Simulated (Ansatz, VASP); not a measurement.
# V2O in VASP and in Ansatz

```
V O
1.0
     4.03049    0.00000    0.00000
     0.00000    4.91918    0.00000
     0.00000    0.00000    3.07088
V O
4 2
Direct
  0.20040 0.37870 0.00000
  0.79960 0.62130 0.00000
  0.70040 0.12130 0.50000
  0.29960 0.87870 0.50000
  0.00000 0.00000 0.00000
  0.50000 0.50000 0.50000
```

Alike in both runs: task single point; functional PBE; k mesh 4 × 4 × 6; occupations gaussian, width 0.1 eV; collinear spin.

|  | VASP | Ansatz |
| --- | --- | --- |
| version | VASP 6.6.1 | Ansatz 0.2.0 |
| potentials or method | VASP PAW PBE potentials, release 64 (V_sv, O), cutoff 520 eV | scalar-relativistic, plane waves, PAW |
| valence electrons in the cell | 64 | 64 |

Ansatz gave:

| Property | Result |
| --- | --- |
| gap on the k mesh at the Fermi level (eV) | none |
| pressure (GPa) | 16.1 |
| traceless stress, the component that is largest in VASP (GPa) | -22.72 |
| rms of the force components (eV/Å) | 1.092 |
| net moment per atom (μB) | 0.00 |

Problem. What did VASP give for the same quantities?

Solution. gap on the k mesh at the Fermi level (eV): none; pressure (GPa): 18.2; traceless stress, the component that is largest in VASP (GPa): -24.08; rms of the force components (eV/Å): 1.275; net moment per atom (μB): 0.00.

Atom by atom the forces differ by 0.183 eV/Å (rms over components). A gap of «none» marks a metal or a gap that the smearing closes. Ansatz's warnings: seeded moment not kept.

The k mesh is coarse, so the values compare programs but aren't converged.
